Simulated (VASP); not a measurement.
# Si2Mo (C2/m) in VASP: single point with PBE

Aim: the single point of Si2Mo with PBE.

Program: VASP 6.6.1. These are calculated values, not measurements. Logs are shortened: lines on timing, memory, paths and dates and some standing lists are left out, and cuts for length are marked.

## (1) The cell of the first run

The structure is monoclinic, space group C2/m (No. 12). Conventional cell: a = 4.549 Å, b = 4.549 Å, c = 15.751 Å, α = 90.00°, β = 91.38°, γ = 90.00°. Si (site symmetry m) has 9 Si at 2.60 to 3.22 Å and 5 Mo at 2.62 to 2.64 Å within 3.4 Å. Si (site symmetry m) has 9 Si at 2.32 to 3.22 Å and 5 Mo at 2.62 to 2.67 Å within 3.3 Å. Within 3.4 Å of Si (site symmetry m) lie 9 Si at 2.60 to 3.22 Å and 5 Mo at 2.62 to 2.64 Å. Within 3.4 Å of Si (site symmetry m) lie 9 Si at 2.60 to 3.22 Å and 5 Mo at 2.62 to 2.64 Å. Within 3.5 Å of Mo (site symmetry m) lie 10 Si at 2.62 to 2.64 Å and 4 Mo at 3.22 Å. Mo (site symmetry m) has 10 Si at 2.62 to 2.67 Å and 4 Mo at 3.22 Å within 3.5 Å.

## (2) Single point, PBE

INCAR reads:

```
SYSTEM = Si2Mo
PREC = Accurate
ENCUT = 520
EDIFF = 1E-7
ISMEAR = 0
SIGMA = 0.15
LREAL = .False.
LASPH = .True.
NELM = 80
ALGO = Fast
ISIF = 2
LWAVE = .False.
LCHARG = .False.
GGA = PE
NBANDS = 56
```

KPOINTS reads:

```
Automatic mesh
0
Gamma
  14 14 3
  0 0 0
```

POSCAR reads:

```
Si2Mo
1.0
   -3.2168473663      0.0000000000      0.0000000000
    0.0000000000     -3.2168473663      0.0000000000
   -0.2679633856      0.2679633856     15.7460400265
Si Mo
8 4
Direct
    0.4756306208      0.5243693792      0.2925495698
    0.9964556208      1.0035443792      0.0425495698
    0.4339806208      0.5660193792      0.7925495698
    0.9548056208      1.0451943792      0.5425495698
    0.4618943792      0.5381056208      0.4574504302
    0.9827193792      1.0172806208      0.2074504302
    0.4202443792      0.5797556208      0.9574504302
    0.9410693792      1.0589306208      0.7074504302
   -0.0312375000      0.0312375000      0.3750000000
    0.4895875000      0.5104125000      0.1250000000
   -0.0728875000      0.0728875000      0.8750000000
    0.4479375000      0.5520625000      0.6250000000
```

Potentials or basis: VASP PAW PBE potentials, release 64 (Si, Mo_sv).

Started as:

```console
$ cat potpaw_PBE.64/Si/POTCAR potpaw_PBE.64/Mo_sv/POTCAR > POTCAR
$ mpirun -np 1 vasp_std > vasp.out
```

OUTCAR:

```text
SYSTEM = Si2Mo
   PREC = Accurate
   ENCUT = 520
   EDIFF = 1E-7
   ISMEAR = 0
   LREAL = .False.
   LASPH = .True.
   NELM = 80
   ISIF = 2
   GGA = PE

 ion  position               nearest neighbor table
   1  0.476  0.524  0.293-   5 2.60   9 2.62   9 2.62   9 2.62   9 2.62  10 2.64   6 2.64   6 2.64
                             6 2.64   6 2.64
   2  0.996  0.004  0.043-   7 2.32   6 2.60  10 2.62  10 2.62  10 2.62  10 2.62  11 2.67   7 2.67
                             7 2.67   7 2.97
   3  0.434  0.566  0.793-   7 2.60  11 2.62  11 2.62  11 2.62  11 2.62  12 2.64   8 2.64   8 2.64
                             8 2.64   8 2.64
   4  0.955  0.045  0.543-   8 2.60  12 2.62  12 2.62  12 2.62  12 2.62   9 2.64   5 2.64   5 2.64
                             5 2.64   5 2.64
   5  0.462  0.538  0.457-   1 2.60   9 2.62   9 2.62   9 2.62   9 2.62  12 2.64   4 2.64   4 2.64
                             4 2.64   4 2.64
   6  0.983  0.017  0.207-   2 2.60  10 2.62  10 2.62  10 2.62  10 2.62   9 2.64   1 2.64   1 2.64
                             1 2.64   1 2.64
   7  0.420  0.580  0.957-   2 2.32   3 2.60  11 2.62  11 2.62  11 2.62  11 2.62  10 2.67   2 2.67
                             2 2.67   2 2.97
   8  0.941  0.059  0.707-   4 2.60  12 2.62  12 2.62  12 2.62  12 2.62  11 2.64   3 2.64   3 2.64
                             3 2.64   3 2.64
   9  0.969  0.031  0.375-   1 2.62   5 2.62   5 2.62   1 2.62   1 2.62   5 2.62   5 2.62   1 2.62
                             6 2.64   4 2.64
  10  0.490  0.510  0.125-   2 2.62   6 2.62   6 2.62   2 2.62   2 2.62   6 2.62   6 2.62   2 2.62
                             1 2.64   7 2.67
  11  0.927  0.073  0.875-   3 2.62   7 2.62   7 2.62   3 2.62   3 2.62   7 2.62   7 2.62   3 2.62
                             8 2.64   2 2.67
  12  0.448  0.552  0.625-   4 2.62   8 2.62   8 2.62   4 2.62   4 2.62   8 2.62   8 2.62   4 2.62
                             3 2.64   5 2.64

  LATTYP: Found a base centered monoclinic cell.
 ALAT       =     4.5493091735
 B/A-ratio  =     1.0000000000
 C/A-ratio  =     3.4621958896
 COS(beta)  =    -0.0240598749

  Lattice vectors:

 A1 = (   0.0000000000,  -3.2168473663,   0.0000000000)
 A2 = (   3.2168473663,   0.0000000000,   0.0000000000)
 A3 = (  -0.2679633856,   0.2679633856,  15.7460400265)

Analysis of symmetry for initial positions (statically):
=====================================================================
 Subroutine PRICEL returns:
 Original cell was already a primitive cell.

 Routine SETGRP: Setting up the symmetry group for a
 base centered monoclinic supercell.

 Subroutine GETGRP returns: Found  4 space group operations
 (whereof  2 operations were pure point group operations)
 out of a pool of  4 trial point group operations.

The static configuration has the point symmetry C_1h.
 The point group associated with its full space group is C_2h.

Analysis of symmetry for dynamics (positions and initial velocities):
=====================================================================
 Subroutine PRICEL returns:
 Original cell was already a primitive cell.

 Routine SETGRP: Setting up the symmetry group for a
 base centered monoclinic supercell.

 Subroutine GETGRP returns: Found  4 space group operations
 (whereof  2 operations were pure point group operations)
 out of a pool of  4 trial point group operations.

The dynamic configuration has the point symmetry C_1h.
 The point group associated with its full space group is C_2h.

 Subroutine INISYM returns: Found  4 space group operations
 (whereof  2 operations are pure point group operations),
 and found     1 'primitive' translations

----------------------------------------------------------------------------------------

                                     Primitive cell

  volume of cell :     162.9417

  direct lattice vectors                    reciprocal lattice vectors
    -3.216847366  0.000000000  0.000000000    -0.310863366  0.000000000 -0.005290219
     0.000000000 -3.216847366  0.000000000     0.000000000 -0.310863366  0.005290219
    -0.267963386  0.267963386 15.746040026     0.000000000  0.000000000  0.063508031

  length of vectors
     3.216847366  3.216847366 15.750599521     0.310908377  0.310908377  0.063508031

  position of ions in fractional coordinates (direct lattice)
     0.475630621  0.524369379  0.292549570
[... 38 lines left out ...]
    -0.022204526  0.000000000 -0.000377873     0.071428571  0.000000000  0.000000000
     0.000000000 -0.022204526  0.000377873     0.000000000  0.071428571 -0.000000000
     0.000000000  0.000000000  0.021169344     0.000000000  0.000000000  0.333333333

  Length of vectors
     0.022207741  0.022207741  0.021169344

  Shift w.r.t. Gamma in fractional coordinates (k-lattice)
     0.000000000  0.000000000  0.000000000

 Subroutine IBZKPT returns following result:
 ===========================================

 Found    162 irreducible k-points:

 Following reciprocal coordinates:
            Coordinates               Weight
  0.000000  0.000000  0.000000      1.000000
  0.071429  0.000000 -0.000000      4.000000
  0.142857  0.000000 -0.000000      4.000000
  0.214286  0.000000 -0.000000      4.000000
  0.285714  0.000000 -0.000000      4.000000
  0.357143  0.000000 -0.000000      4.000000
[... 16 lines left out ...]
  0.214286  0.142857  0.000000      4.000000
  0.285714  0.142857 -0.000000      4.000000
 [... further k-points ...]
   k-points           NKPTS =    162   k-points in BZ     NKDIM =    162   number of bands    NBANDS=     56
   number of dos      NEDOS =    301   number of ions     NIONS =     12
   total plane-waves  NPLWV =  69120
   dimension x,y,z NGX =    24 NGY =   24 NGZ =  120
   dimension x,y,z NGXF=    48 NGYF=   48 NGZF=  240
   ions per type =               8   4
   NGX,Y,Z   is equivalent  to a cutoff of  12.40, 12.40, 12.67 a.u.
   NGXF,Y,Z  is equivalent  to a cutoff of  24.81, 24.81, 25.33 a.u.
 SYSTEM =  Si2Mo
   PREC   = accura    normal or accurate (medium, high low for compatibility)
   ISTART =      0    job   : 0-new  1-cont  2-samecut
   ICHARG =      2    charge: 1-file 2-atom 10-const
   ISPIN  =      1    spin polarized calculation?
   LNONCOLLINEAR =      F non collinear calculations
   LSORBIT =      F    spin-orbit coupling
   LASPH  =      T    aspherical Exc in radial PAW
   ENCUT  =  520.0 eV  38.22 Ry    6.18 a.u.   5.98  5.98 29.29*2*pi/ulx,y,z
   NELM   =     80;   NELMIN=  2; NELMDL= -5     # of ELM steps
   EDIFF  = 0.1E-06   stopping-criterion for ELM
   LREAL  =      F    real-space projection
   EDIFFG = 0.1E-05   stopping-criterion for IOM
   NSW    =      0    number of steps for IOM
   IBRION =     -1    ionic relax: 0-MD 1-quasi-New 2-CG
   NFREE  =      0    steps in history (QN), initial steepest desc. (CG)
   ISIF   =      2    stress and relaxation
   ISYM   =      2    0-nonsym 1-usesym 2-fastsym
   POTIM  = 0.5000    time-step for ionic-motion
   TEBEG  =    0.0;   TEEND  =   0.0 temperature during run
   PSTRESS=    0.0 pullay stress
   NELECT =      88.0000    total number of electrons
   NUPDOWN=      -1.0000    fix difference up-down
   EMIN   =  10.00;   EMAX   =-10.00  energy-range for DOS
   EFERMI =   0.00;   METHOD = LEGACY
   ISMEAR =     0;   SIGMA  =   0.15  broadening in eV -4-tet -1-fermi 0-gaus
   EFERMI_NEDOS =   21; number of points for ismear=-14 and -15
   IALGO  =     68    algorithm
   IMIX   =      4    mixing-type and parameters
     AMIX     =   0.40;   BMIX     =  1.00
     AMIX_MAG =   1.60;   BMIX_MAG =  1.00
  volume/ion in A,a.u.               =      13.58        91.63
  Fermi-wavevector in a.u.,A,eV,Ry     =   1.333189  2.519361 24.182889  1.777392
  Thomas-Fermi vector in A             =   2.462066
   LORBIT       =      0    0 simple, 1 ext, 2 COOP (PROOUT), +10 PAW based schemes
   GGA     = PE    functional components
   LHFCALC =     F    Hartree Fock is set to
   AEXX    =    0.0000 exact exchange contribution
   IVDW    =     0    specifies the selected vdW correction
   LEPSILON=     F    determine dielectric tensor
   LRPA    =     F    only Hartree local field effects (RPA)
 non-spin polarized calculation
 RMM-DIIS sequential band-by-band and
 Gauss-broadening in eV      SIGMA  =   0.15
  energy-cutoff  :      520.00
  volume of cell :      162.94
 maximum number of plane-waves:      4437
   NGX = 11   NGY = 11   NGZ = 59

 number of electron      87.9999993 magnetization

 Free energy of the ion-electron system (eV)
  ---------------------------------------------------
  ext. energy  EPLUGINS =         0.00000000
  ---------------------------------------------------
  free energy    TOTEN  =       -92.66450436 eV

  energy without entropy =      -92.65220740  energy(sigma->0) =      -92.65835588

 E-fermi :  12.0824     XC(G=0): -12.3669

 val. band max:       11.9186338697   @ k =  -0.0714   0.0714   0.0000
 cond. band min:      12.0842193777   @ k =   0.2143   0.1429   0.0000
 fundamental gap:      0.1655855080
 Fermi energy:        12.0823933771

 k-point     1 :       0.0000    0.0000    0.0000
  band No.  band energies     occupation
      1     -48.6673      2.00000
      2     -48.6670      2.00000
      3     -48.6627      2.00000
      4     -48.6625      2.00000
      5     -22.8405      2.00000
      6     -22.8309      2.00000
[... 1405 lines left out ...]
     55      15.7408      0.00000
     56      15.8635      0.00000

 [... further k-points ...]

------------------------ aborting loop because EDIFF is reached ----------------------------------------

  FORCE on cell =-STRESS in cart. coord.  units (eV):
  Direction    XX          YY          ZZ          XY          YZ          ZX
  --------------------------------------------------------------------------------------
  -------------------------------------------------------------------------------------
  Total        0.8223789      0.8223789      1.0016595     -0.4706094     -3.2502804      3.2502811
  in kB        8.0863085      8.0863085      9.8491425     -4.6274196    -31.9594392     31.9594466
  external PRESSURE =       8.6739198 kB  Pullay stress =       0.0000000 kB

 VOLUME and BASIS-vectors are now :
 -----------------------------------------------------------------------------
  energy-cutoff  :      520.00
  volume of cell :      162.94
      direct lattice vectors                 reciprocal lattice vectors
    -3.216847366  0.000000000  0.000000000    -0.310863366  0.000000000 -0.005290219
     0.000000000 -3.216847366  0.000000000     0.000000000 -0.310863366  0.005290219
    -0.267963386  0.267963386 15.746040026     0.000000000  0.000000000  0.063508031

 POSITION                                       TOTAL-FORCE (eV/Angst)
 -----------------------------------------------------------------------------------
     -1.60842     -1.60842      4.60650        -0.010264      0.010264     -0.027714
     -3.21685     -0.00000      0.66999         1.015380     -1.015380      0.641000
     -1.60842     -1.60842     12.47952         0.014660     -0.014660     -0.008460
     -3.21685     -0.00000      8.54301         0.002931     -0.002931     -0.002754
     -1.60842     -1.60842      7.20303        -0.002931      0.002931      0.002754
     -3.21685      0.00000      3.26652        -0.014660      0.014660      0.008460
     -1.60842     -1.60842     15.07605        -1.015380      1.015380     -0.641000
     -3.21685      0.00000     11.13954         0.010264     -0.010264      0.027714
     -3.21685     -0.00000      5.90477        -0.007046      0.007046     -0.002232
     -1.60842     -1.60842      1.96826         0.538473     -0.538473      0.037713
     -3.21685     -0.00000     13.77779        -0.538473      0.538473     -0.037713
     -1.60842     -1.60842      9.84128         0.007046     -0.007046      0.002232
 -----------------------------------------------------------------------------------
    total drift:                                0.000000     -0.000000      0.000000

  FREE ENERGIE OF THE ION-ELECTRON SYSTEM (eV)
  ---------------------------------------------------
  free  energy   TOTEN  =       -92.6645043590 eV

  energy  without entropy=      -92.6522074034  energy(sigma->0) =      -92.65835588
```

Run time: 47 min. Hardware: 1 thread of Oxide Virtual Turin-like, shared host; peak memory 0.96 GiB.

What came out:

```yaml
Free_energy: -92.6645 eV
Pressure: 0.9 GPa
Largest_force: 1.573 eV/Å
Band_gap_on_the_k_mesh: zero (bands 44 and 45 overlap by 0.67 eV)
```

Forces on the atoms (eV/Å):
```
Si  -0.010  0.010 -0.028
Si   1.015 -1.015  0.641
Si   0.015 -0.015 -0.008
Si   0.003 -0.003 -0.003
Si  -0.003  0.003  0.003
Si  -0.015  0.015  0.008
Si  -1.015  1.015 -0.641
Si   0.010 -0.010  0.028
Mo  -0.007  0.007 -0.002
Mo   0.538 -0.538  0.038
Mo  -0.538  0.538 -0.038
Mo   0.007 -0.007  0.002
```

Levels at points of the mesh, in eV from the Fermi level:
```csv
k point,band 40,band 41,band 42,band 43,band 44,band 45,band 46,band 47,band 48,band 49
"(0.00, 0.00, 0.00)",-0.60,-0.53,-0.44,0.35,0.40,0.42,0.47,1.31,1.55,1.56
"(0.50, 0.00, 0.00)",-2.16,-0.67,-0.67,-0.52,-0.47,1.71,1.89,2.16,2.21,2.80
"(0.50, 0.50, 0.00)",-2.07,-2.07,-1.78,-1.23,-1.10,0.22,0.27,2.25,2.25,2.25
```

Caveat: forces of over 1 eV/Å act on the atoms, so gaps and moduli don't describe the material at rest.
